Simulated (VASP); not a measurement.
As:

```
As
1.0
     1.88080    1.08588    3.51406
    -1.88080    1.08588    3.51406
     0.00000   -2.17176    3.51406
As
2
Direct
  0.22600 0.22600 0.22600
  0.77400 0.77400 0.77400
```

Base run:

```yaml
Program: VASP 6.6.1
Functional: HF
Potentials_or_basis: VASP PAW PBE potentials, release 64 (As)
Cutoff: 520 eV
k_mesh: 5 × 5 × 5
Occupations: fermi-dirac, width 0.05 eV
Spin: no spin polarisation
```

Its results: pressure 3.0 GPa; largest force 1.077 eV/Å.

Problem. The run is repeated on the same cell with these changes: functional from HF to r2SCANh; share of exact exchange from 1 to 0.1. What comes out?

Solution. Pressure 0.7 GPa; largest force 0.075 eV/Å.

Caveats: the PAW data sets were made with another functional, which shifts forces and pressure a little; the stress differs along the axes, from 1 to 7 GPa (at least some runs).
